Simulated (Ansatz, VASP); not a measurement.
One calculation of Ir, two programs

File INCAR:

```
AGGAC    = 1.0          
AGGAX    = 1.0          
ALDAC    = 0.0          
ALDAX    = 1.0          
ALGO     = Normal         # electronic algorithm
EDIFF    = 1E-7           # SCF threshold, eV
EDIFFG   = -0.01          # ionic threshold
ENCUT    = 600            # plane-wave cutoff, eV
GGA      = B5             # functional
IBRION   = 2              # ionic algorithm
ISIF     = 3              # what is computed and relaxed
ISMEAR   = -1             # smearing method
LASPH    = True           # aspherical terms in the spheres
LCHARG   = False          # write CHGCAR
LREAL    = False          # projectors in reciprocal space
LWAVE    = False          # write WAVECAR
NELM     = 100            # most SCF steps
NSW      = 80             # ionic steps
PREC     = Accurate       # precision mode
SIGMA    = 0.1            # smearing width, eV
```

KPOINTS

```
k-points
0
Gamma
  10 10 10
```

The input POSCAR:

```
Ir
1.0
    0.0000000000      2.6731374252      2.6731374252
    2.6731374252      0.0000000000      2.6731374252
    2.6731374252      2.6731374252      0.0000000000
Ir
2
Direct
    0.1250000000      0.1250000000      0.1250000000
    0.8750000000      0.8750000000      0.8750000000
```

Input for Ansatz:

```yaml
crystal:
  lattice:
    - [0.0, 2.6731374252, 2.6731374252]
    - [2.6731374252, 0.0, 2.6731374252]
    - [2.6731374252, 2.6731374252, 0.0]
  atoms:
    - { symbol: Ir, position: [0.125, 0.125, 0.125] }
    - { symbol: Ir, position: [0.875, 0.875, 0.875] }
hamiltonian:
  xc: blyp
  pseudopotentials:
    kind: paw
    azcp:
      Ir: "pseudopotentials/Ir.paw.azcp"
basis:
  ecutwfc: 420
  fft_grid_basis: typed
kpoints:
  mp_grid: { grid: [10, 10, 10], shift: [0, 0, 0] }
magnetization:
  spin_polarized: false
scf:
  occupations: { method: fermi_dirac, width: 0.1 }
relax:
  max_steps: 60
  f_tol: 0.01
  cell: {}
output:
  write_density: true
  write_potential: true
  elf: true
  volumetric_format: npy
```

Alike in both runs: task relaxation of cell and atoms; functional BLYP; k mesh 10 × 10 × 10; occupations fermi-dirac, width 0.1 eV; no spin polarisation.

```csv
,VASP,Ansatz
version,VASP 6.6.1,Ansatz 0.2.0
potentials or method,"VASP PAW PBE potentials, release 64 (Ir), cutoff 600 eV","plane waves (420 eV) with PAW, scalar-relativistic"
valence electrons in the cell,18,34
```

```tsv
	VASP	Ansatz	Ansatz less VASP
relaxed volume (Å³/atom)	22.76	22.64	-0.121
relaxed cell length with the largest relative difference (Å)	4.008	4.001	-0.0071
```

VASP's potentials were made for PBE, not for BLYP. VASP's potentials hold 18 valence electrons a cell and Ansatz's 34, so a difference there can come from the potentials and not from the codes.

Spin-orbit coupling is off throughout. Noted on VASP's run: the volume moved by over 15 % at a fixed basis, so the end points are rough.
